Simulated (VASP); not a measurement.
# KI in VASP: a series of runs, part 2 of 2

VASP 6.6.1. The steps go on from the part before.

### 4 Single point, r2SCAN (epitaxial xy strain +2.5%)

POSCAR reads:

```
KI
1.0
    6.1904370584      0.0000000000      0.0000000000
   -3.0952185292      5.3610757531      0.0000000000
    0.0000000000      0.0000000000      7.0026488884
K I
2 2
Direct
    0.3333333333      0.6666666667     -0.0625000000
    0.6666666667      0.3333333333      0.4375000000
    0.3333333333      0.6666666667      0.4375000000
    0.6666666667      0.3333333333      0.9375000000
```

INCAR.step1 reads:

```
  ALGO = Normal
  EDIFF = 1E-4
  ENCUT = 520
  GGA = PE
  ISMEAR = 0
  LASPH = T
  LCHARG = F
  LREAL = F
  LWAVE = T
  NBANDS = 24
  NELM = 80
  PREC = Accurate
  SIGMA = 0.01
```

INCAR.step2 reads:

```
  ALGO = Normal
  EDIFF = 1E-7
  ENCUT = 520
  ISIF = 2
  ISMEAR = 0
  ISTART = 1
  LASPH = T
  LCHARG = F
  LMIXTAU = T
  LREAL = F
  LWAVE = F
  METAGGA = R2SCAN
  NBANDS = 24
  NELM = 80
  PREC = Accurate
  SIGMA = 0.01
```

KPOINTS reads:

```
k-points
0
Gamma
  6 6 4
```

Potentials or basis: VASP PAW PBE potentials, release 64 (K_sv, I).

The run is started by

```
$ cat potpaw_PBE.64/K_sv/POTCAR potpaw_PBE.64/I/POTCAR > POTCAR
$ cp INCAR.step1 INCAR
$ mpirun -np 1 vasp_std > vasp.out
$ cp INCAR.step2 INCAR
$ mpirun -np 1 vasp_std > vasp.out
```

OUTCAR:

```text
EDIFF = 1E-7
   ENCUT = 520
   ISIF = 2
   ISMEAR = 0
   ISTART = 1
   LASPH = T
   LREAL = F
   METAGGA = R2SCAN
   NELM = 80
   PREC = Accurate

 ion  position               nearest neighbor table
   1  0.333  0.667  0.938-   3 3.50   3 3.50   4 3.57   4 3.57   4 3.57
   2  0.667  0.333  0.438-   4 3.50   4 3.50   3 3.57   3 3.57   3 3.57
   3  0.333  0.667  0.438-   1 3.50   1 3.50   2 3.57   2 3.57   2 3.57
   4  0.667  0.333  0.938-   2 3.50   2 3.50   1 3.57   1 3.57   1 3.57

  LATTYP: Found a hexagonal cell.
 ALAT       =     6.1904370584
 C/A-ratio  =     1.1312042788

  Lattice vectors:

 A1 = (   6.1904370584,   0.0000000000,   0.0000000000)
 A2 = (  -3.0952185292,   5.3610757531,   0.0000000000)
 A3 = (   0.0000000000,   0.0000000000,   7.0026488884)

Analysis of symmetry for initial positions (statically):
=====================================================================
 Subroutine PRICEL returns:
 Original cell was already a primitive cell.

 Routine SETGRP: Setting up the symmetry group for a
 hexagonal supercell.

 Subroutine GETGRP returns: Found 24 space group operations
 (whereof  6 operations were pure point group operations)
 out of a pool of 24 trial point group operations.

The static configuration has the point symmetry C_3v.
 The point group associated with its full space group is D_6h.

Analysis of symmetry for dynamics (positions and initial velocities):
=====================================================================
 Subroutine PRICEL returns:
 Original cell was already a primitive cell.

 Routine SETGRP: Setting up the symmetry group for a
 hexagonal supercell.

 Subroutine GETGRP returns: Found 24 space group operations
 (whereof  6 operations were pure point group operations)
[... 117 lines left out ...]
   EFERMI =   0.00;   METHOD = LEGACY
   ISMEAR =     0;   SIGMA  =   0.01  broadening in eV -4-tet -1-fermi 0-gaus
   EFERMI_NEDOS =   21; number of points for ismear=-14 and -15
   IALGO  =     38    algorithm
   IMIX   =      4    mixing-type and parameters
     AMIX     =   0.40;   BMIX     =  1.00
     AMIX_MAG =   1.60;   BMIX_MAG =  1.00
  volume/ion in A,a.u.               =      58.10       392.08
  Fermi-wavevector in a.u.,A,eV,Ry     =   0.845369  1.597516  9.723385  0.714649
  Thomas-Fermi vector in A             =   1.960546
   LORBIT       =      0    0 simple, 1 ext, 2 COOP (PROOUT), +10 PAW based schemes
   METAGGA = R2SCAN    functional components
   LHFCALC =     F    Hartree Fock is set to
   AEXX    =    0.0000 exact exchange contribution
   IVDW    =     0    specifies the selected vdW correction
   LEPSILON=     F    determine dielectric tensor
   LRPA    =     F    only Hartree local field effects (RPA)
 non-spin polarized calculation
 Gauss-broadening in eV      SIGMA  =   0.01
  energy-cutoff  :      520.00
  volume of cell :      232.40
 maximum number of plane-waves:      6308
 NGX is ok and might be reduce to    48
   NGX = 23   NGY = 23   NGZ = 27

 number of electron      31.9999996 magnetization

 Free energy of the ion-electron system (eV)
  ---------------------------------------------------
  ext. energy  EPLUGINS =         0.00000000
  ---------------------------------------------------
  free energy    TOTEN  =       -67.68710823 eV

  energy without entropy =      -67.68710823  energy(sigma->0) =      -67.68710823

 E-fermi :  -1.9124     XC(G=0):  -6.2233

 val. band max:       -1.9788056333   @ k =   0.0000   0.0000   0.0000
 cond. band min:       2.3342963329   @ k =   0.0000   0.0000   0.0000
 fundamental gap:      4.3131019661
 Fermi energy:        -1.9124163374

 k-point     1 :       0.0000    0.0000    0.0000
  band No.  band energies     occupation
      1     -31.8521      2.00000
      2     -31.8502      2.00000
      3     -14.5839      2.00000
      4     -14.5839      2.00000
      5     -14.5785      2.00000
      6     -14.5707      2.00000
[... 556 lines left out ...]
     23       6.1703      0.00000
     24       6.1703      0.00000

------------------------ aborting loop because EDIFF is reached ----------------------------------------

  FORCE on cell =-STRESS in cart. coord.  units (eV):
  Direction    XX          YY          ZZ          XY          YZ          ZX
  --------------------------------------------------------------------------------------
  -------------------------------------------------------------------------------------
  Total       -0.6754591     -0.6754591      0.0136447      0.0000000     -0.0000000      0.0000000
  in kB       -4.6566549     -4.6566549      0.0940672      0.0000000     -0.0000000      0.0000000
  external PRESSURE =      -3.0730809 kB  Pullay stress =       0.0000000 kB

 VOLUME and BASIS-vectors are now :
 -----------------------------------------------------------------------------
  energy-cutoff  :      520.00
  volume of cell :      232.40
      direct lattice vectors                 reciprocal lattice vectors
     6.190437058  0.000000000  0.000000000     0.161539483  0.093264864  0.000000000
    -3.095218529  5.361075753  0.000000000     0.000000000  0.186529728  0.000000000
     0.000000000  0.000000000  7.002648888     0.000000000  0.000000000  0.142803104

 POSITION                                       TOTAL-FORCE (eV/Angst)
 -----------------------------------------------------------------------------------
     -0.00000      3.57405      6.56498        -0.000000     -0.000000     -0.000000
      3.09522      1.78703      3.06366         0.000000      0.000000     -0.000000
     -0.00000      3.57405      3.06366         0.000000     -0.000000     -0.000000
      3.09522      1.78703      6.56498        -0.000000      0.000000      0.000000
 -----------------------------------------------------------------------------------
    total drift:                               -0.000000      0.000000      0.000035

  FREE ENERGIE OF THE ION-ELECTRON SYSTEM (eV)
  ---------------------------------------------------
  free  energy   TOTEN  =       -67.6871082328 eV

  energy  without entropy=      -67.6871082328  energy(sigma->0) =      -67.68710823
```

OSZICAR.step1:

```text
N       E                     dE             d eps       ncg     rms          rms(c)
DAV:   1     0.216719295913E+03    0.21672E+03   -0.12623E+04  1008   0.106E+03
DAV:   2     0.953768924134E+01   -0.20718E+03   -0.19807E+03  1208   0.260E+02
DAV:   3    -0.105694046280E+02   -0.20107E+02   -0.20040E+02  1672   0.696E+01
DAV:   4    -0.112406801509E+02   -0.67128E+00   -0.66988E+00  1504   0.138E+01
DAV:   5    -0.112729156990E+02   -0.32236E-01   -0.32234E-01  1552   0.188E+00    0.395E+00
DAV:   6    -0.109769339637E+02    0.29598E+00   -0.35709E-01  1408   0.253E+00    0.284E+00
DAV:   7    -0.109327125929E+02    0.44221E-01   -0.44258E-01  1304   0.241E+00    0.124E+00
DAV:   8    -0.109574050538E+02   -0.24692E-01   -0.55934E-02  1288   0.108E+00    0.222E-01
DAV:   9    -0.109586017267E+02   -0.11967E-02   -0.28764E-03  1248   0.202E-01    0.133E-01
DAV:  10    -0.109625488102E+02   -0.39471E-02   -0.27504E-03  1024   0.235E-01    0.642E-02
DAV:  11    -0.109628167793E+02   -0.26797E-03   -0.18634E-04  1064   0.705E-02    0.230E-02
DAV:  12    -0.109628875540E+02   -0.70775E-04   -0.74633E-05   872   0.572E-02
   1 F= -.10962888E+02 E0= -.10962888E+02  d E =-.508963E-21
```

It took 4.1 min on 1 thread of Intel Xeon 6975P-C (Granite Rapids), shared host; peak memory 0.43 GiB.

What came out:

- Free energy: -67.6871 eV
- Pressure: -0.3 GPa
- Band gap on the k mesh: 4.31 eV

Stress tensor (GPa, compression positive):
```
-0.47  0.00  0.00
 0.00 -0.47  0.00
 0.00  0.00  0.01
```

Caveat: the cell differs from its parent crystal (epitaxial xy strain +2.5%); the PAW data sets were made with another functional, which shifts forces and pressure a little; spin-orbit coupling is left out, which moves the levels of the heavy elements.

### 5 Single point, r2SCAN (uniaxial x strain +2.5%)

POSCAR reads:

```
KI
1.0
    6.1904370584      0.0000000000      0.0000000000
   -3.0952185292      5.2303178079      0.0000000000
    0.0000000000      0.0000000000      7.0391247712
K I
2 2
Direct
    0.3312647302      0.6625294604     -0.0625000000
    0.6687352698      0.3374705396      0.4375000000
    0.3313938099      0.6627876198      0.4375000000
    0.6686061901      0.3372123802      0.9375000000
```

INCAR.step1 reads:

```
SYSTEM = KI
  PREC = Accurate
  ENCUT = 520
  ISMEAR = 0
  SIGMA = 0.01
  LREAL = .False.
  LASPH = .True.
  NELM = 60
  NBANDS = 24
  GGA = PE
  ALGO = Normal
  EDIFF = 1E-4
  LWAVE = .True.
  LCHARG = .False.
```

INCAR.step2 reads:

```
SYSTEM = KI
  PREC = Accurate
  ENCUT = 520
  EDIFF = 1E-7
  ISMEAR = 0
  SIGMA = 0.01
  LREAL = .False.
  LASPH = .True.
  NELM = 60
  ALGO = Normal
  ISIF = 2
  LWAVE = .False.
  LCHARG = .False.
  METAGGA = R2SCAN
  LMIXTAU = .True.
  NBANDS = 24
  ISTART = 1
```

KPOINTS reads:

```
regular mesh
0
Gamma
  6 6 4
  0 0 0
```

The run is started by

```
$ cat potpaw_PBE.64/K_sv/POTCAR potpaw_PBE.64/I/POTCAR > POTCAR
$ cp INCAR.step1 INCAR
$ mpirun -np 1 vasp_std > vasp.out
$ cp INCAR.step2 INCAR
$ mpirun -np 1 vasp_std > vasp.out
```

Run time: 7.6 min. Hardware: 1 thread of Intel Xeon 6975P-C (Granite Rapids), shared host; peak memory 0.47 GiB.

The run converged. Its results:

```yaml
Free_energy: -67.6991 eV
Pressure: -0.2 GPa
Band_gap_on_the_k_mesh: 4.33 eV
```

Stress tensor (GPa, compression positive):
```
-0.28  0.00  0.00
 0.00 -0.25  0.00
 0.00  0.00 -0.06
```

Levels at points of the mesh, in eV from the valence-band top:
```tsv
k point	band 14	band 15	band 16	band 17	band 18	band 19
(0.00, 0.00, 0.00)	-0.27	-0.26	0.00	4.33	6.46	6.88
(0.50, 0.00, 0.00)	-0.47	-0.29	-0.15	5.76	6.25	6.35
(0.00, 0.50, 0.00)	-0.45	-0.29	-0.16	5.79	6.26	6.29
(0.00, 0.00, 0.50)	-0.42	-0.40	-0.40	5.46	5.46	7.42
(0.50, 0.00, 0.50)	-0.39	-0.25	-0.25	5.91	5.91	7.67
(0.00, 0.50, 0.50)	-0.41	-0.25	-0.25	5.93	5.93	7.68
```

Caveat: the cell differs from its parent crystal (uniaxial x strain +2.5%); the PAW data sets were made with another functional, which shifts forces and pressure a little; spin-orbit coupling is left out, which moves the levels of the heavy elements.

### 6 Overview

| cell | gap on the mesh (eV) | pressure (GPa) |
| --- | --- | --- |
| a = 5.919, b = 5.919, c = 6.898 Å, angles 90.0, 90.0, 120.0°, 4 atoms, atomic positions A | 4.41 | 0.7 |
| a = 6.039, b = 6.039, c = 7.039 Å, angles 90.0, 90.0, 120.0°, 4 atoms, atomic positions A | 4.35 | 0.0 |
| a = 6.190, b = 6.190, c = 7.003 Å, angles 90.0, 90.0, 120.0°, 4 atoms, atomic positions A | 4.31 | -0.3 |
| a = 6.190, b = 6.078, c = 7.039 Å, angles 90.0, 90.0, 120.6°, 4 atoms, atomic positions B | 4.33 | -0.2 |

Alike in all rows: task single point; level r2SCAN; potentials or basis VASP PAW PBE potentials, release 64 (K_sv, I); no spin polarisation; k mesh 6 × 6 × 4; cutoff (eV) 520; smearing gaussian 0.01 eV.

Caveats: the PAW data sets were made with another functional, which shifts forces and pressure a little; spin-orbit coupling is left out, which moves the levels of the heavy elements.

Total energies depend on the potentials used, so only differences within one code and one set of settings carry meaning.
